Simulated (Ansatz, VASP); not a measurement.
## One calculation of Ge, two programs

The input INCAR:

```
SYSTEM = Ge
PREC     = Accurate       ! precision mode
ENCUT    = 520            ! plane-wave cutoff, eV
EDIFF    = 1E-6           ! SCF threshold, eV
ISMEAR   = 0              ! smearing method
SIGMA    = 0.15           ! smearing width, eV
LREAL    = .FALSE.        ! projectors in reciprocal space
LASPH    = .TRUE.         ! aspherical terms in the spheres
NELM     = 80             ! most SCF steps
ALGO     = Normal         ! electronic algorithm
ISIF     = 2              ! what is computed and relaxed
LWAVE    = .FALSE.        ! write WAVECAR
LCHARG   = .FALSE.        ! write CHGCAR
GGA      = PS             ! functional
NBANDS   = 66             ! bands
```

KPOINTS

```
Automatic mesh
0
G
  11 11 3
  0 0 0
```

Contents of POSCAR:

```
Ge
1.0
   -2.0020822485     -3.4677081753      0.0000000000
    2.0020822485     -3.4677081753      0.0000000000
    0.0000000000      0.0000000000     14.1450496104
Ge
8
Direct
    0.0000000000      0.0000000000      0.1457216611
    0.0000000000      0.0000000000      0.3189302833
    0.0000000000      0.0000000000      0.6103736055
    0.0000000000      0.0000000000      0.7835822277
    0.6666666667      0.6666666667      0.0874839556
    0.3333333333      0.3333333333      0.3771679888
    0.3333333333      0.3333333333      0.5521359000
    0.6666666667      0.6666666667      0.8418199332
```

Input for Ansatz:

```yaml
crystal:
  lattice:
    - [-2.0020822485, -3.4677081753, 0.0]
    - [2.0020822485, -3.4677081753, 0.0]
    - [0.0, 0.0, 14.1450496104]
  atoms:
    - { symbol: Ge, position: [0.0, 0.0, 0.1457216611] }
    - { symbol: Ge, position: [0.0, 0.0, 0.3189302833] }
    - { symbol: Ge, position: [0.0, 0.0, 0.6103736055] }
    - { symbol: Ge, position: [0.0, 0.0, 0.7835822277] }
    - { symbol: Ge, position: [0.6666666667, 0.6666666667, 0.0874839556] }
    - { symbol: Ge, position: [0.3333333333, 0.3333333333, 0.3771679888] }
    - { symbol: Ge, position: [0.3333333333, 0.3333333333, 0.5521359] }
    - { symbol: Ge, position: [0.6666666667, 0.6666666667, 0.8418199332] }
basis:
  ecutwfc: 420
kpoints:
  mp_grid: { grid: [11, 11, 3] }
hamiltonian:
  xc: pbesol
scf:
  occupations: { method: gaussian, width: 0.15 }
output:
  forces: true
  stress: true
  eigenvalues: true
```

Alike in both runs: task single point; functional PBEsol; k mesh 11 × 11 × 3; occupations gaussian, width 0.15 eV; no spin polarisation.

|  | VASP | Ansatz |
| --- | --- | --- |
| version | VASP 6.6.1 | Ansatz 0.2.0 |
| potentials or method | VASP PAW PBE potentials, release 64 (Ge_d), cutoff 520 eV | scalar-relativistic, plane waves, PAW |
| valence electrons in the cell | 112 | 112 |

|  | VASP | Ansatz | Ansatz less VASP |
| --- | --- | --- | --- |
| gap on the k mesh at the Fermi level (eV) | none | none | - |
| pressure (GPa) | -0.9 | -0.9 | +0.08 |
| traceless stress, the component that is largest in VASP (GPa) | -2.08 | -2.08 | -0.004 |
| rms of the force components (eV/Å) | 0.290 | 0.291 | +0.0004 |

VASP's potentials were made for PBE, not for PBEsol. Atom by atom the forces differ by 0.001 eV/Å (rms over components). A gap of «none» marks a metal or a gap that the smearing closes.
